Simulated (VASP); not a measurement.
Wanted: the native input for a VASP 6.6.1 run.

```yaml
Task: single point
Functional: LDA
Potentials_or_basis: VASP PAW LDA potentials, release 64 (Ta_sv_GW, As_d)
Cutoff: 510 eV
k_mesh: 10 × 10 × 10
Occupations: fermi-dirac, width 0.02 eV
Spin: no spin polarisation
Dipole_correction: no
Further_INCAR_settings: ALGO = Normal; EDIFF = 1e-06; NBANDS = 36
```

The structure of TaAs lies in POSCAR:

```
TaAs
1.0
   -1.7020910941      1.7020910941      5.7601406057
    1.7020910941     -1.7020910941      5.7601406057
    1.7020910941      1.7020910941     -5.7601406057
Ta As
2 2
Direct
    0.5002917458      1.0002917458      0.5000000000
    0.7502917458      0.7502917458      0.0000000000
    0.0823076742      0.5823076742      0.5000000000
    0.3323076742      0.3323076742      0.0000000000
```

One way to write it, as run:

INCAR

```
PREC     = Accurate       # precision mode
ENCUT    = 510            # plane-wave cutoff, eV
EDIFF    = 1E-6           # SCF threshold, eV
ISMEAR   = -1             # smearing method
SIGMA    = 0.02           # smearing width, eV
LREAL    = F              # projectors in reciprocal space
LASPH    = T              # aspherical terms in the spheres
NELM     = 120            # most SCF steps
ALGO     = Normal         # electronic algorithm
ISIF     = 2              # what is computed and relaxed
LWAVE    = F              # write WAVECAR
LCHARG   = F              # write CHGCAR
GGA      = CA             # functional
NBANDS   = 36             # bands
GGA_COMPAT= F
```

KPOINTS

```
Automatic mesh
0
Gamma
  10 10 10
```

Potentials or basis: VASP PAW LDA potentials, release 64 (Ta_sv_GW, As_d).

The run is started by

```console
$ cat potpaw_LDA.64/Ta_sv_GW/POTCAR potpaw_LDA.64/As_d/POTCAR > POTCAR
$ mpirun -np 1 vasp_std > vasp.out
```

It gave:

```json
{
  "Pressure": "0.3 GPa",
  "Largest force": "0.004 eV/Å",
  "Band gap on the k mesh": "0.01 eV (least direct gap 0.03 eV)"
}
```

Caveat: spin-orbit coupling is left out, which moves the levels of the heavy elements.

Wall time 12 min on 1 thread of Intel(R) Xeon(R) Platinum 8259CL CPU @ 2.50GHz (Skylake/Cascade Lake), with other jobs on the host, peak memory 0.41 GiB.
